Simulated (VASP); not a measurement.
# AlN (P6_3/mmc) in VASP: a series of runs

Runs on AlN. Level: PBEsol. Tasks: single point.

Program: VASP 6.6.1. These are calculated values, not measurements. Logs are shortened: lines on timing, memory, paths and dates and some standing lists are left out, and cuts for length are marked.

## 1. The cell of the first run

The structure is hexagonal, space group P6_3/mmc (No. 194). The conventional cell has a = 3.262 Å, b = 3.262 Å, c = 4.183 Å, α = 90.00°, β = 90.00°, γ = 120.00°. Al (site symmetry -6m2) has 5 N at 1.88 to 2.09 Å within 2.5 Å. Within 2.5 Å of N (site symmetry -6m2) lie 5 Al at 1.88 to 2.09 Å.

## 2. Single point, PBEsol

INCAR

```
  ALGO = Normal
  EDIFF = 1E-6
  ENCUT = 520
  GGA = PS
  ISIF = 2
  ISMEAR = 0
  LASPH = True
  LCHARG = True
  LELF = True
  LREAL = False
  LVHAR = True
  LWAVE = False
  NBANDS = 16
  NELM = 60
  PREC = Accurate
  SIGMA = 0.05
```

KPOINTS

```
k-points
0
Gamma
  9 9 6
```

POSCAR

```
AlN
1.0
    3.2620000000      0.0000000000      0.0000000000
   -1.6310000000      2.8249748671      0.0000000000
    0.0000000000      0.0000000000      4.1826000000
Al N
2 2
Direct
    0.3333333333      0.6666666667      0.7500000000
    0.6666666667      0.3333333333      0.2500000000
    0.3333333333      0.6666666667      0.2500000000
    0.6666666667      0.3333333333      0.7500000000
```

Potentials or basis: VASP PAW PBE potentials, release 64 (Al, N).

Started as:

```sh
$ cat potpaw_PBE.64/Al/POTCAR potpaw_PBE.64/N/POTCAR > POTCAR
$ mpirun -np 1 vasp_std > vasp.out
```

OUTCAR:

```text
EDIFF = 1E-6
   ENCUT = 520
   GGA = PS
   ISIF = 2
   ISMEAR = 0
   LASPH = True
   LREAL = False
   NELM = 60
   PREC = Accurate

 ion  position               nearest neighbor table
   1  0.333  0.667  0.750-   4 1.88   4 1.88   4 1.88   3 2.09   3 2.09   2 2.81   2 2.81   2 2.81
                             2 2.81   2 2.81   2 2.81
   2  0.667  0.333  0.250-   3 1.88   3 1.88   3 1.88   4 2.09   4 2.09   1 2.81   1 2.81   1 2.81
                             1 2.81   1 2.81   1 2.81
   3  0.333  0.667  0.250-   2 1.88   2 1.88   2 1.88   1 2.09   1 2.09
   4  0.667  0.333  0.750-   1 1.88   1 1.88   1 1.88   2 2.09   2 2.09

  LATTYP: Found a hexagonal cell.
 ALAT       =     3.2620000000
 C/A-ratio  =     1.2822194972

  Lattice vectors:

 A1 = (   3.2620000000,   0.0000000000,   0.0000000000)
 A2 = (  -1.6310000000,   2.8249748671,   0.0000000000)
 A3 = (   0.0000000000,   0.0000000000,   4.1826000000)

Analysis of symmetry for initial positions (statically):
=====================================================================
 Subroutine PRICEL returns:
 Original cell was already a primitive cell.

 Routine SETGRP: Setting up the symmetry group for a
 hexagonal supercell.

 Subroutine GETGRP returns: Found 24 space group operations
 (whereof 12 operations were pure point group operations)
 out of a pool of 24 trial point group operations.

The static configuration has the point symmetry D_3d.
 The point group associated with its full space group is D_6h.

Analysis of symmetry for dynamics (positions and initial velocities):
=====================================================================
 Subroutine PRICEL returns:
 Original cell was already a primitive cell.

 Routine SETGRP: Setting up the symmetry group for a
 hexagonal supercell.

 Subroutine GETGRP returns: Found 24 space group operations
 (whereof 12 operations were pure point group operations)
 out of a pool of 24 trial point group operations.

The dynamic configuration has the point symmetry D_3d.
 The point group associated with its full space group is D_6h.

 Subroutine INISYM returns: Found 24 space group operations
 (whereof 12 operations are pure point group operations),
 and found     1 'primitive' translations

----------------------------------------------------------------------------------------

                                     Primitive cell

  volume of cell :      38.5429

  direct lattice vectors                    reciprocal lattice vectors
     3.262000000  0.000000000  0.000000000     0.306560392  0.176992725  0.000000000
    -1.631000000  2.824974867  0.000000000     0.000000000  0.353985450  0.000000000
     0.000000000  0.000000000  4.182600000     0.000000000  0.000000000  0.239085736

  length of vectors
     3.262000000  3.262000000  4.182600000     0.353985450  0.353985450  0.239085736

  position of ions in fractional coordinates (direct lattice)
     0.333333333  0.666666667  0.750000000
     0.666666667  0.333333333  0.250000000
     0.333333333  0.666666667  0.250000000
     0.666666667  0.333333333  0.750000000

  ion indices of the primitive-cell ions
   primitive index   ion index
                 1           1
                 2           2
                 3           3
                 4           4

----------------------------------------------------------------------------------------

 KPOINTS: k-points

Automatic generation of k-mesh.
 Grid dimensions read from file:
 generate k-points for:    9    9    6

 Generating k-lattice:

  Cartesian coordinates                     Fractional coordinates (reciprocal lattice)
     0.034062266  0.019665858  0.000000000     0.111111111  0.000000000  0.000000000
     0.000000000  0.039331717  0.000000000     0.000000000  0.111111111  0.000000000
     0.000000000  0.000000000  0.039847623     0.000000000  0.000000000  0.166666667

  Length of vectors
     0.039331717  0.039331717  0.039847623

  Shift w.r.t. Gamma in fractional coordinates (k-lattice)
     0.000000000  0.000000000  0.000000000

 Subroutine IBZKPT returns following result:
 ===========================================

 Found     48 irreducible k-points:

 Following reciprocal coordinates:
            Coordinates               Weight
  0.000000  0.000000  0.000000      1.000000
  0.111111  0.000000  0.000000      6.000000
  0.222222  0.000000  0.000000      6.000000
  0.333333  0.000000  0.000000      6.000000
  0.444444  0.000000  0.000000      6.000000
  0.111111  0.111111  0.000000      6.000000
[... 16 lines left out ...]
  0.333333  0.222222  0.166667     24.000000
  0.333333  0.333333  0.166667      4.000000
 [... further k-points ...]
   k-points           NKPTS =     48   k-points in BZ     NKDIM =     48   number of bands    NBANDS=     16
   number of dos      NEDOS =    301   number of ions     NIONS =      4
   total plane-waves  NPLWV =  18432
   dimension x,y,z NGX =    24 NGY =   24 NGZ =   32
   dimension x,y,z NGXF=    48 NGYF=   48 NGZF=   64
   ions per type =               2   2
   NGX,Y,Z   is equivalent  to a cutoff of  12.23, 12.23, 12.72 a.u.
   NGXF,Y,Z  is equivalent  to a cutoff of  24.46, 24.46, 25.44 a.u.
 SYSTEM =  unknown system
   PREC   = accura    normal or accurate (medium, high low for compatibility)
   ISTART =      0    job   : 0-new  1-cont  2-samecut
   ICHARG =      2    charge: 1-file 2-atom 10-const
   ISPIN  =      1    spin polarized calculation?
   LNONCOLLINEAR =      F non collinear calculations
   LSORBIT =      F    spin-orbit coupling
   LASPH  =      T    aspherical Exc in radial PAW
   ENCUT  =  520.0 eV  38.22 Ry    6.18 a.u.   6.07  6.07  7.78*2*pi/ulx,y,z
   NELM   =     60;   NELMIN=  2; NELMDL= -5     # of ELM steps
   EDIFF  = 0.1E-05   stopping-criterion for ELM
   LREAL  =      F    real-space projection
   EDIFFG = 0.1E-04   stopping-criterion for IOM
   NSW    =      0    number of steps for IOM
   IBRION =     -1    ionic relax: 0-MD 1-quasi-New 2-CG
   NFREE  =      0    steps in history (QN), initial steepest desc. (CG)
   ISIF   =      2    stress and relaxation
   ISYM   =      2    0-nonsym 1-usesym 2-fastsym
   POTIM  = 0.5000    time-step for ionic-motion
   TEBEG  =    0.0;   TEEND  =   0.0 temperature during run
   PSTRESS=    0.0 pullay stress
   NELECT =      16.0000    total number of electrons
   NUPDOWN=      -1.0000    fix difference up-down
   EMIN   =  10.00;   EMAX   =-10.00  energy-range for DOS
   EFERMI =   0.00;   METHOD = LEGACY
   ISMEAR =     0;   SIGMA  =   0.05  broadening in eV -4-tet -1-fermi 0-gaus
   EFERMI_NEDOS =   21; number of points for ismear=-14 and -15
   IALGO  =     38    algorithm
   IMIX   =      4    mixing-type and parameters
     AMIX     =   0.40;   BMIX     =  1.00
     AMIX_MAG =   1.60;   BMIX_MAG =  1.00
  volume/ion in A,a.u.               =       9.64        65.03
  Fermi-wavevector in a.u.,A,eV,Ry     =   1.221237  2.307803 20.291990  1.491419
  Thomas-Fermi vector in A             =   2.356426
   LORBIT       =      0    0 simple, 1 ext, 2 COOP (PROOUT), +10 PAW based schemes
   GGA     = PS    functional components
   LHFCALC =     F    Hartree Fock is set to
   AEXX    =    0.0000 exact exchange contribution
   IVDW    =     0    specifies the selected vdW correction
   LEPSILON=     F    determine dielectric tensor
   LRPA    =     F    only Hartree local field effects (RPA)
 non-spin polarized calculation
 Gauss-broadening in eV      SIGMA  =   0.05
  energy-cutoff  :      520.00
  volume of cell :       38.54
 maximum number of plane-waves:      1056
   NGX = 13   NGY = 13   NGZ = 15

 number of electron      16.0000001 magnetization

 Free energy of the ion-electron system (eV)
  ---------------------------------------------------
  ext. energy  EPLUGINS =         0.00000000
  ---------------------------------------------------
  free energy    TOTEN  =       -30.92979959 eV

  energy without entropy =      -30.92979959  energy(sigma->0) =      -30.92979959

 E-fermi :   8.5292     XC(G=0): -11.4959

 val. band max:        8.2770070422   @ k =   0.0000   0.0000   0.0000
 cond. band min:      11.6669144850   @ k =   0.0000   0.0000   0.0000
 fundamental gap:      3.3899074428
 Fermi energy:         8.5292491866

 k-point     1 :       0.0000    0.0000    0.0000
  band No.  band energies     occupation
      1      -8.7874      2.00000
      2      -5.0339      2.00000
      3       1.0767      2.00000
      4       4.8940      2.00000
      5       4.8940      2.00000
      6       6.5204      2.00000
[... 8 lines left out ...]
     15      20.0618      0.00000
     16      20.2266      0.00000

 k-point     2 :       0.1111    0.0000    0.0000
  band No.  band energies     occupation
      1      -8.6393      2.00000
      2      -5.0222      2.00000
      3       1.2352      2.00000
      4       4.3662      2.00000
      5       4.6874      2.00000
      6       6.0212      2.00000
[... 8 lines left out ...]
     15      19.6123      0.00000
     16      19.9999      0.00000

 k-point     3 :       0.2222    0.0000    0.0000
  band No.  band energies     occupation
      1      -8.2142      2.00000
      2      -5.0365      2.00000
      3       1.6977      2.00000
      4       3.2252      2.00000
      5       4.2683      2.00000
      6       5.0958      2.00000
[... 8 lines left out ...]
     15      18.6044      0.00000
     16      20.6740      0.00000

 k-point     4 :       0.3333    0.0000    0.0000
  band No.  band energies     occupation
      1      -7.5823      2.00000
      2      -5.2003      2.00000
      3       2.1749      2.00000
      4       2.4112      2.00000
      5       3.8893      2.00000
      6       4.2766      2.00000
[... 8 lines left out ...]
     15      19.8276      0.00000
     16      21.1317      0.00000
[... 324 lines left out ...]
 k-point    22 :       0.2222    0.2222    0.1667
  band No.  band energies     occupation
      1      -7.1048      2.00000
      2      -5.4288      2.00000
      3       1.8077      2.00000
      4       2.1406      2.00000
      5       3.8839      2.00000
      6       4.3203      2.00000
[... 8 lines left out ...]
     15      20.2108      0.00000
     16      21.5973      0.00000

 k-point    23 :       0.3333    0.2222    0.1667
  band No.  band energies     occupation
      1      -6.5246      2.00000
      2      -5.6978      2.00000
      3       1.4697      2.00000
      4       2.2924      2.00000
      5       3.0694      2.00000
      6       4.8624      2.00000
[... 8 lines left out ...]
     15      20.0155      0.00000
     16      21.7515      0.00000

 k-point    24 :       0.3333    0.3333    0.1667
  band No.  band energies     occupation
      1      -6.0524      2.00000
      2      -6.0524      2.00000
      3       1.4618      2.00000
      4       2.5311      2.00000
      5       2.5311      2.00000
      6       4.9959      2.00000
[... 8 lines left out ...]
     15      19.5369      0.00000
     16      21.4786      0.00000

 [... further k-points ...]

------------------------ aborting loop because EDIFF is reached ----------------------------------------

  FORCE on cell =-STRESS in cart. coord.  units (eV):
  Direction    XX          YY          ZZ          XY          YZ          ZX
  --------------------------------------------------------------------------------------
  -------------------------------------------------------------------------------------
  Total        1.3542795      1.3542795      0.0450172      0.0000000      0.0000000      0.0000000
  in kB       56.2955410     56.2955410      1.8713017      0.0000000      0.0000000      0.0000000
  external PRESSURE =      38.1541279 kB  Pullay stress =       0.0000000 kB

 VOLUME and BASIS-vectors are now :
 -----------------------------------------------------------------------------
  energy-cutoff  :      520.00
  volume of cell :       38.54
      direct lattice vectors                 reciprocal lattice vectors
     3.262000000  0.000000000  0.000000000     0.306560392  0.176992725  0.000000000
    -1.631000000  2.824974867  0.000000000     0.000000000  0.353985450  0.000000000
     0.000000000  0.000000000  4.182600000     0.000000000  0.000000000  0.239085736

 POSITION                                       TOTAL-FORCE (eV/Angst)
 -----------------------------------------------------------------------------------
     -0.00000      1.88332      3.13695        -0.000000      0.000000      0.000000
      1.63100      0.94166      1.04565         0.000000      0.000000      0.000000
     -0.00000      1.88332      1.04565         0.000000      0.000000      0.000000
      1.63100      0.94166      3.13695        -0.000000     -0.000000      0.000000
 -----------------------------------------------------------------------------------
    total drift:                               -0.000000      0.000000      0.000000

  FREE ENERGIE OF THE ION-ELECTRON SYSTEM (eV)
  ---------------------------------------------------
  free  energy   TOTEN  =       -30.9297995877 eV

  energy  without entropy=      -30.9297995877  energy(sigma->0) =      -30.92979959
```

Wall time 41 s (1 thread of AMD EPYC 7R13, shared host); peak memory 0.13 GiB.

What came out:

```yaml
Free_energy: -30.9298 eV
Pressure: 3.8 GPa
Band_gap_on_the_k_mesh: 3.39 eV, direct
```

Stress tensor (GPa, compression positive):
```
5.63 0.00 0.00
0.00 5.63 0.00
0.00 0.00 0.19
```

Caveat: the PAW data sets were made with another functional, which shifts forces and pressure a little. PBEsol gaps usually lie below the measured ones, often by a third to a half.

## 3. Single point, PBEsol

This run uses another cell than the first one, of 9.72 Å³/atom, 1.009 times its volume.

INCAR

```
PREC     = Accurate       # precision mode
ENCUT    = 520            # plane-wave cutoff, eV
EDIFF    = 1E-6           # SCF threshold, eV
ISMEAR   = 0              # smearing method
SIGMA    = 0.05           # smearing width, eV
LREAL    = F              # projectors in reciprocal space
LASPH    = T              # aspherical terms in the spheres
NELM     = 80             # most SCF steps
ALGO     = Normal         # electronic algorithm
ISIF     = 2              # what is computed and relaxed
LWAVE    = F              # write WAVECAR
LCHARG   = F              # write CHGCAR
GGA      = PS             # functional
NBANDS   = 16             # bands
```

KPOINTS

```
Automatic mesh
0
Gamma
  9 9 6
```

POSCAR

```
AlN
1.0
    3.3610000000      0.0000000000      0.0000000000
   -1.6805000000      2.9107113821      0.0000000000
    0.0000000000      0.0000000000      3.9756000000
Al N
2 2
Direct
    0.3333333333      0.6666666667      0.7500000000
    0.6666666667      0.3333333333      0.2500000000
    0.3333333333      0.6666666667      0.2500000000
    0.6666666667      0.3333333333      0.7500000000
```

Potentials or basis: VASP PAW PBE potentials, release 64 (Al, N).

Started as:

```sh
$ cat potpaw_PBE.64/Al/POTCAR potpaw_PBE.64/N/POTCAR > POTCAR
$ mpirun -np 1 vasp_std > vasp.out
```

It took 60 s on 1 thread of AMD EPYC 7R13, shared host; peak memory 0.14 GiB.

The run converged. Its results:

```yaml
Free_energy: -30.8848 eV
Pressure: 1.0 GPa
Band_gap_on_the_k_mesh: 3.53 eV, direct
```

Stress tensor (GPa, compression positive):
```
-3.43  0.00  0.00
 0.00 -3.43  0.00
 0.00  0.00  9.88
```

Levels at points of the mesh, in eV from the valence-band top:
```tsv
k point	band 6	band 7	band 8	band 9	band 10	band 11
(0.00, 0.00, 0.00)	-1.24	-1.24	0.00	3.53	4.61	8.22
(0.00, 0.00, 0.50)	-2.30	-2.30	-2.30	5.93	5.93	8.27
```

Caveat: the PAW data sets were made with another functional, which shifts forces and pressure a little.

## 4. Single point, PBEsol

This run uses another cell than the first one, of 9.78 Å³/atom, 1.014 times its volume.

INCAR

```
ALGO     = Normal         # electronic algorithm
EDIFF    = 1E-7           # SCF threshold, eV
ENCUT    = 520            # plane-wave cutoff, eV
GGA      = PS             # functional
ISIF     = 2              # what is computed and relaxed
ISMEAR   = 0              # smearing method
LASPH    = T              # aspherical terms in the spheres
LCHARG   = F              # write CHGCAR
LREAL    = F              # projectors in reciprocal space
LWAVE    = F              # write WAVECAR
NBANDS   = 16             # bands
NELM     = 60             # most SCF steps
PREC     = Accurate       # precision mode
SIGMA    = 0.05           # smearing width, eV
```

KPOINTS

```
k-points
0
Gamma
  9 9 6
```

POSCAR

```
AlN
1.0
    3.2223000000      0.0000000000      0.0000000000
   -1.6111500000      2.7905936586      0.0000000000
    0.0000000000      0.0000000000      4.3483000000
Al N
2 2
Direct
    0.3333333333      0.6666666667      0.7500000000
    0.6666666667      0.3333333333      0.2500000000
    0.3333333333      0.6666666667      0.2500000000
    0.6666666667      0.3333333333      0.7500000000
```

Started as:

```sh
$ cat potpaw_PBE.64/Al/POTCAR potpaw_PBE.64/N/POTCAR > POTCAR
$ mpirun -np 1 vasp_std > vasp.out
```

It took 47 s on 1 thread of AMD EPYC 7R13, shared host; peak memory 0.13 GiB.

It converged, with:

```
Free energy            : -30.8589 eV
Pressure               : 3.6 GPa
Band gap on the k mesh : 3.18 eV, direct
```

Stress tensor (GPa, compression positive):
```
 8.36  0.00  0.00
 0.00  8.36  0.00
 0.00  0.00 -6.06
```

Levels at points of the mesh, in eV from the valence-band top:
```tsv
k point	band 6	band 7	band 8	band 9	band 10	band 11
(0.00, 0.00, 0.00)	-1.97	-1.97	0.00	3.18	4.64	8.46
(0.00, 0.00, 0.50)	-2.68	-2.68	-2.68	5.58	5.58	8.71
```

Caveat: the PAW data sets were made with another functional, which shifts forces and pressure a little.

[end of part 1 of 2]
